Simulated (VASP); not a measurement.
Write the native input for VASP 6.6.1 that does the following.

| Property | Result |
| --- | --- |
| Task | single point |
| Functional | PBE |
| Potentials or basis | VASP PAW PBE potentials, release 64 (Mg, O) |
| Cutoff | 520 eV |
| k mesh | 8 × 8 × 8 |
| Occupations | gaussian, width 0.05 eV |
| Spin | no spin polarisation |
| Dipole correction | no |
| Further INCAR settings | ALGO = Normal; EDIFF = 1e-06; NBANDS = 26 |

The structure of MgO lies in POSCAR:

```
MgO
1.0
    3.5213164963      0.0000000000      0.0000000000
    1.7606582482     -3.0495495405     -4.2393824239
    1.7606582481      3.0495495406     -4.2393824239
Mg O
4 4
Direct
    0.8734794220      0.4598539117      0.7931872443
    0.3849052944      0.9484280385      0.2817613727
    0.1291923580      0.5478856824      0.1937296016
    0.6291923584      0.0270629346      0.7145523486
    0.6186311478      0.7094566422      0.0532810621
    0.1186311478      0.2199477288      0.5427899756
    0.3692494882      0.2974171783      0.9640838453
    0.8680128074      0.7986538595      0.4653205257
```

This cell differs from its parent crystal: atoms displaced along several vibrational modes.

One way to write it, as run:

INCAR

```
SYSTEM = MgO
PREC = Accurate
ENCUT = 520
EDIFF = 1E-6
ISMEAR = 0
SIGMA = 0.05
LREAL = .False.
LASPH = .True.
NELM = 60
ALGO = Normal
ISIF = 2
LWAVE = .False.
LCHARG = .False.
GGA = PE
NBANDS = 26
```

KPOINTS

```
regular mesh
0
Gamma
  8 8 8
  0 0 0
```

Potentials or basis: VASP PAW PBE potentials, release 64 (Mg, O).

Run with:

```sh
$ cat potpaw_PBE.64/Mg/POTCAR potpaw_PBE.64/O/POTCAR > POTCAR
$ mpirun -np 1 vasp_std > vasp.out
```

It gave:

- Pressure: 0.3 GPa
- Largest force: 1.513 eV/Å
- Band gap on the k mesh: 3.07 eV

Caveat: the cell differs from its parent crystal (atoms displaced along several vibrational modes); forces of over 1 eV/Å act on the atoms, so gaps and moduli don't describe the material at rest.

Run time: 2.6 min on 1 thread of Intel(R) Xeon(R) 6975P-C (Granite Rapids), on a shared host, peak memory 0.41 GiB.
